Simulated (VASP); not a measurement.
# Ir (P6/mmm) in VASP: further runs

Ir is run at these levels: PBE; tasks: relaxation of cell and atoms, single point.

All numbers are computed with VASP 6.6.1; they aren't measurements. Logs are shortened: lines on timing, memory, paths and dates and some standing lists are left out, and cuts for length are marked.

### 1 The cell of the first run

It takes space group P6/mmm (No. 191, hexagonal). The conventional cell has a = 2.619 Å, b = 2.619 Å, c = 2.448 Å, α = 90.00°, β = 90.00°, γ = 120.00°. Ir (site symmetry 6/mmm) has 8 Ir at 2.45 to 2.62 Å within 3.2 Å.

### 2 Relaxation of cell and atoms, PBE

The input, INCAR:

```
  ALGO = Fast
  EDIFF = 1E-7
  EDIFFG = -0.04
  ENCUT = 600
  GGA = PE
  IBRION = 2
  ISIF = 3
  ISMEAR = 0
  LASPH = True
  LCHARG = False
  LREAL = False
  LWAVE = False
  NELM = 80
  NSW = 90
  PREC = Accurate
  SIGMA = 0.1
```

The input, KPOINTS:

```
k-points
0
Gamma
  9 9 8
```

The input, POSCAR:

```
Ir
1.0
    2.6194997309      0.0000000000      0.0000000000
   -1.3097498655      2.2685533122      0.0000000000
    0.0000000000      0.0000000000      2.4475950611
Ir
1
Direct
    0.0000000000      0.0000000000      0.0000000000
```

Potentials or basis: VASP PAW PBE potentials, release 64 (Ir).

Started as:

```sh
cat potpaw_PBE.64/Ir/POTCAR > POTCAR
mpirun -np 1 vasp_std > vasp.out
```

OUTCAR:

```text
EDIFF = 1E-7
   EDIFFG = -0.04
   ENCUT = 600
   GGA = PE
   IBRION = 2
   ISIF = 3
   ISMEAR = 0
   LASPH = True
   LREAL = False
   NELM = 80
   NSW = 90
   PREC = Accurate

 ion  position               nearest neighbor table
   1  0.000  0.000  0.000-

  LATTYP: Found a hexagonal cell.
 ALAT       =     2.6194997309
 C/A-ratio  =     0.9343750000

  Lattice vectors:

 A1 = (   2.6194997309,   0.0000000000,   0.0000000000)
 A2 = (  -1.3097498655,   2.2685533122,   0.0000000000)
 A3 = (   0.0000000000,   0.0000000000,   2.4475950611)

Analysis of symmetry for initial positions (statically):
=====================================================================
 Subroutine PRICEL returns:
 Original cell was already a primitive cell.

 Routine SETGRP: Setting up the symmetry group for a
 hexagonal supercell.

 Subroutine GETGRP returns: Found 24 space group operations
 (whereof 24 operations were pure point group operations)
 out of a pool of 24 trial point group operations.

The static configuration has the point symmetry D_6h.

Analysis of symmetry for dynamics (positions and initial velocities):
=====================================================================
 Subroutine PRICEL returns:
 Original cell was already a primitive cell.

 Routine SETGRP: Setting up the symmetry group for a
 hexagonal supercell.

 Subroutine GETGRP returns: Found 24 space group operations
 (whereof 24 operations were pure point group operations)
 out of a pool of 24 trial point group operations.

The dynamic configuration has the point symmetry D_6h.

 Subroutine INISYM returns: Found 24 space group operations
 (whereof 24 operations are pure point group operations),
 and found     1 'primitive' translations

----------------------------------------------------------------------------------------

                                     Primitive cell

  volume of cell :      14.5448

  direct lattice vectors                    reciprocal lattice vectors
     2.619499731  0.000000000  0.000000000     0.381752282  0.220404783  0.000000000
    -1.309749865  2.268553312  0.000000000     0.000000000  0.440809566  0.000000000
     0.000000000  0.000000000  2.447595061     0.000000000  0.000000000  0.408564315

  length of vectors
     2.619499731  2.619499731  2.447595061     0.440809566  0.440809566  0.408564315

  position of ions in fractional coordinates (direct lattice)
     0.000000000  0.000000000  0.000000000

  ion indices of the primitive-cell ions
   primitive index   ion index
                 1           1

----------------------------------------------------------------------------------------

 KPOINTS: k-points

Automatic generation of k-mesh.
 Grid dimensions read from file:
 generate k-points for:    9    9    8

 Generating k-lattice:

  Cartesian coordinates                     Fractional coordinates (reciprocal lattice)
     0.042416920  0.024489420  0.000000000     0.111111111  0.000000000  0.000000000
     0.000000000  0.048978841  0.000000000     0.000000000  0.111111111  0.000000000
     0.000000000  0.000000000  0.051070539     0.000000000  0.000000000  0.125000000

  Length of vectors
     0.048978841  0.048978841  0.051070539

  Shift w.r.t. Gamma in fractional coordinates (k-lattice)
     0.000000000  0.000000000  0.000000000

 Subroutine IBZKPT returns following result:
 ===========================================

 Found     60 irreducible k-points:

 Following reciprocal coordinates:
            Coordinates               Weight
  0.000000  0.000000  0.000000      1.000000
  0.111111 -0.000000  0.000000      6.000000
  0.222222 -0.000000  0.000000      6.000000
  0.333333 -0.000000  0.000000      6.000000
  0.444444 -0.000000  0.000000      6.000000
  0.111111  0.111111  0.000000      6.000000
[... 16 lines left out ...]
  0.333333  0.222222  0.125000     24.000000
  0.333333  0.333333  0.125000      4.000000
 [... further k-points ...]
   k-points           NKPTS =     60   k-points in BZ     NKDIM =     60   number of bands    NBANDS=      8
   number of dos      NEDOS =    301   number of ions     NIONS =      1
   total plane-waves  NPLWV =  11520
   dimension x,y,z NGX =    24 NGY =   24 NGZ =   20
   dimension x,y,z NGXF=    48 NGYF=   48 NGZF=   40
   ions per type =               1
   NGX,Y,Z   is equivalent  to a cutoff of  15.23, 15.23, 13.58 a.u.
   NGXF,Y,Z  is equivalent  to a cutoff of  30.46, 30.46, 27.17 a.u.
 SYSTEM =  unknown system
   PREC   = accura    normal or accurate (medium, high low for compatibility)
   ISTART =      0    job   : 0-new  1-cont  2-samecut
   ICHARG =      2    charge: 1-file 2-atom 10-const
   ISPIN  =      1    spin polarized calculation?
   LNONCOLLINEAR =      F non collinear calculations
   LSORBIT =      F    spin-orbit coupling
   LASPH  =      T    aspherical Exc in radial PAW
   ENCUT  =  600.0 eV  44.10 Ry    6.64 a.u.   5.23  5.23  4.89*2*pi/ulx,y,z
   NELM   =     80;   NELMIN=  2; NELMDL= -5     # of ELM steps
   EDIFF  = 0.1E-06   stopping-criterion for ELM
   LREAL  =      F    real-space projection
   EDIFFG = -.4E-01   stopping-criterion for IOM
   NSW    =     90    number of steps for IOM
   IBRION =      2    ionic relax: 0-MD 1-quasi-New 2-CG
   NFREE  =      1    steps in history (QN), initial steepest desc. (CG)
   ISIF   =      3    stress and relaxation
   ISYM   =      2    0-nonsym 1-usesym 2-fastsym
   POTIM  = 0.5000    time-step for ionic-motion
   TEBEG  =    0.0;   TEEND  =   0.0 temperature during run
   PSTRESS=    0.0 pullay stress
   NELECT =       9.0000    total number of electrons
   NUPDOWN=      -1.0000    fix difference up-down
   EMIN   =  10.00;   EMAX   =-10.00  energy-range for DOS
   EFERMI =   0.00;   METHOD = LEGACY
   ISMEAR =     0;   SIGMA  =   0.10  broadening in eV -4-tet -1-fermi 0-gaus
   EFERMI_NEDOS =   21; number of points for ismear=-14 and -15
   IALGO  =     68    algorithm
   IMIX   =      4    mixing-type and parameters
     AMIX     =   0.40;   BMIX     =  1.00
     AMIX_MAG =   1.60;   BMIX_MAG =  1.00
  volume/ion in A,a.u.               =      14.54        98.15
  Fermi-wavevector in a.u.,A,eV,Ry     =   1.395040  2.636244 26.478800  1.946137
  Thomas-Fermi vector in A             =   2.518531
   LORBIT       =      0    0 simple, 1 ext, 2 COOP (PROOUT), +10 PAW based schemes
   GGA     = PE    functional components
   LHFCALC =     F    Hartree Fock is set to
   AEXX    =    0.0000 exact exchange contribution
   IVDW    =     0    specifies the selected vdW correction
   LEPSILON=     F    determine dielectric tensor
   LRPA    =     F    only Hartree local field effects (RPA)
 conjugate gradient relaxation of ions
 non-spin polarized calculation
 RMM-DIIS sequential band-by-band and
 Gauss-broadening in eV      SIGMA  =   0.10
  energy-cutoff  :      600.00
  volume of cell :       14.54
 maximum number of plane-waves:       491
 NGX is ok and might be reduce to    24
   NGX = 11   NGY = 11   NGZ =  9

--------------------------------------- Ionic step        1  -------------------------------------------

 number of electron       9.0000000 magnetization

 Free energy of the ion-electron system (eV)
  ---------------------------------------------------
  ext. energy  EPLUGINS =         0.00000000
  ---------------------------------------------------
  free energy    TOTEN  =        -8.17226364 eV

  energy without entropy =       -8.16649309  energy(sigma->0) =       -8.16937837

------------------------ aborting loop because EDIFF is reached ----------------------------------------

  FORCE on cell =-STRESS in cart. coord.  units (eV):
  Direction    XX          YY          ZZ          XY          YZ          ZX
  --------------------------------------------------------------------------------------
  -------------------------------------------------------------------------------------
  Total        1.9415899      1.9415899      4.4178634     -0.0000000      0.0000000     -0.0000000
  in kB      213.8755644    213.8755644    486.6491311     -0.0000000      0.0000000     -0.0000000
  external PRESSURE =     304.8000867 kB  Pullay stress =       0.0000000 kB
[... 195 lines left out ...]
  energy  without entropy=       -8.3040208581  energy(sigma->0) =       -8.30617450

--------------------------------------- Ionic step        7  -------------------------------------------

 number of electron       9.0000000 magnetization

 Free energy of the ion-electron system (eV)
  ---------------------------------------------------
  ext. energy  EPLUGINS =         0.00000000
  ---------------------------------------------------
  free energy    TOTEN  =        -8.32239680 eV

  energy without entropy =       -8.31856483  energy(sigma->0) =       -8.32048081

 E-fermi :   8.3849     XC(G=0): -13.2185

 val. band max:        8.3486939641   @ k =   0.2222   0.1111   0.0000
 cond. band min:       8.4073817938   @ k =   0.0000   0.0000   0.2500
 fundamental gap:      0.0586878297
 Fermi energy:         8.3849166229

 k-point     1 :       0.0000    0.0000    0.0000
  band No.  band energies     occupation
      1      -1.3501      2.00000
      2       2.2190      2.00000
      3       5.2460      2.00000
      4       5.2460      2.00000
      5       9.6700      0.00000
      6       9.6700      0.00000
      7      22.9085      0.00000
      8      23.6892      0.00000
[... 243 lines left out ...]
 k-point    24 :       0.3333    0.3333    0.1250
  band No.  band energies     occupation
      1       4.2123      2.00000
      2       4.4023      2.00000
      3       4.4023      2.00000
      4       6.9072      2.00000
      5       6.9072      2.00000
      6      14.0728      0.00000
      7      16.5383      0.00000
      8      16.5383      0.00000

 [... further k-points ...]
[... 5 lines left out ...]
  --------------------------------------------------------------------------------------
  -------------------------------------------------------------------------------------
  Total        0.0239134      0.0239134      0.0348937     -0.0000000      0.0000000     -0.0000000
  in kB        2.4172819      2.4172819      3.5272266     -0.0000000      0.0000000     -0.0000000
  external PRESSURE =       2.7872634 kB  Pullay stress =       0.0000000 kB
[... 16 lines left out ...]
  FREE ENERGIE OF THE ION-ELECTRON SYSTEM (eV)
  ---------------------------------------------------
  free  energy   TOTEN  =        -8.3223967972 eV

  energy  without entropy=       -8.3185648276  energy(sigma->0) =       -8.32048081

 reached required accuracy - stopping structural energy minimisation
```

Run time: 28 s. Hardware: 1 thread of Intel Xeon Platinum 8488C (Sapphire Rapids), shared host; peak memory 0.15 GiB.

What came out:

| Item | Value |
| --- | --- |
| Free energy | -8.3224 eV |
| Relaxed volume | 15.85 Å³/atom |
| Relaxed cell | a = 2.654 Å, b = 2.654 Å, c = 2.599 Å, α = 90.00°, β = 90.00°, γ = 120.00° |
| Space group after relaxing (to 0.05 Å) | P6/mmm (No. 191) |
| Energy gained by relaxing | 150.1 meV/atom |
| Ionic steps | 7 |
| Pressure after relaxing | 0.3 GPa |

Stress tensor (GPa, compression positive):
```
0.24 0.00 0.00
0.00 0.24 0.00
0.00 0.00 0.35
```

Step by step:
```tsv
step	energy change (eV)	largest force (eV/Å)	pressure (GPa)	volume (Å³)
1	0.0000	0.0000	30.48	14.54
2	0.6816	0.0000	-37.70	21.10
3	-0.1396	0.0000	-5.54	16.16
4	-0.1421	0.0000	-2.75	15.99
5	-0.1422	0.0000	-2.10	15.95
6	-0.1361	0.0000	4.66	15.71
7	-0.1501	0.0000	0.28	15.85
```

Final structure:
```
Ir
1.0
     2.65369    0.00000    0.00000
    -1.32685    2.29817    0.00000
     0.00000    0.00000    2.59892
Ir
1
Direct
  0.00000 0.00000 0.00000
```

Levels at points of the mesh, in eV from the Fermi level:
| k point | band 1 | band 2 | band 3 | band 4 | band 5 | band 6 | band 7 | band 8 |
| --- | --- | --- | --- | --- | --- | --- | --- | --- |
| (0.00, 0.00, 0.00) | -9.74 | -6.17 | -3.14 | -3.14 | 1.29 | 1.29 | 14.52 | 15.30 |
| (0.00, 0.00, 0.50) | -7.07 | -2.63 | -2.63 | -1.42 | -1.03 | -1.03 | 5.42 | 18.18 |

Caveat: spin-orbit coupling is left out, which moves the levels of the heavy elements.

### 3 Single point, PBE

This run uses another cell than the first one, of 15.88 Å³/atom, 1.092 times its volume.

The input, INCAR:

```
ALGO = Normal
EDIFF = 1E-7
ENCUT = 520
GGA = PE
ISIF = 2
ISMEAR = 0
LASPH = T
LCHARG = F
LREAL = F
LWAVE = F
NBANDS = 10
NELM = 100
PREC = Accurate
SIGMA = 0.1
```

The input, KPOINTS:

```
k-points
0
Gamma
  24 24 22
```

The input, POSCAR:

```
Ir
1.0
    2.6567656009      0.0000000000      0.0000000000
   -1.3283828005      2.3008265023      0.0000000000
    0.0000000000      0.0000000000      2.5977988839
Ir
1
Direct
    0.0000000000      0.0000000000      0.0000000000
```

Potentials or basis: VASP PAW PBE potentials, release 64 (Ir).

Started as:

```sh
cat potpaw_PBE.64/Ir/POTCAR > POTCAR
mpirun -np 1 vasp_std > vasp.out
```

Run time: 47 s. Hardware: 1 thread of Intel Xeon Platinum 8488C (Sapphire Rapids), shared host; peak memory 0.23 GiB.

Results (log left out):

```
Free energy : -8.2939 eV
Pressure    : 0.2 GPa
```

Stress tensor (GPa, compression positive):
```
0.30 0.00 0.00
0.00 0.30 0.00
0.00 0.00 0.13
```

Levels at points of the mesh, in eV from the Fermi level:
| k point | band 1 | band 2 | band 3 | band 4 | band 5 | band 6 | band 7 | band 8 |
| --- | --- | --- | --- | --- | --- | --- | --- | --- |
| (0.00, 0.00, 0.00) | -9.59 | -6.00 | -3.00 | -3.00 | 1.41 | 1.41 | 14.67 | 15.41 |
| (0.50, 0.00, 0.00) | -6.87 | -4.97 | -1.66 | -0.03 | 0.74 | 2.00 | 7.10 | 13.90 |
| (0.00, 0.00, 0.50) | -6.92 | -2.49 | -2.49 | -1.28 | -0.91 | -0.91 | 5.59 | 18.30 |
| (0.50, 0.00, 0.50) | -6.33 | -5.76 | -2.02 | 2.22 | 3.02 | 5.33 | 5.65 | 13.12 |

Caveat: spin-orbit coupling is left out, which moves the levels of the heavy elements.
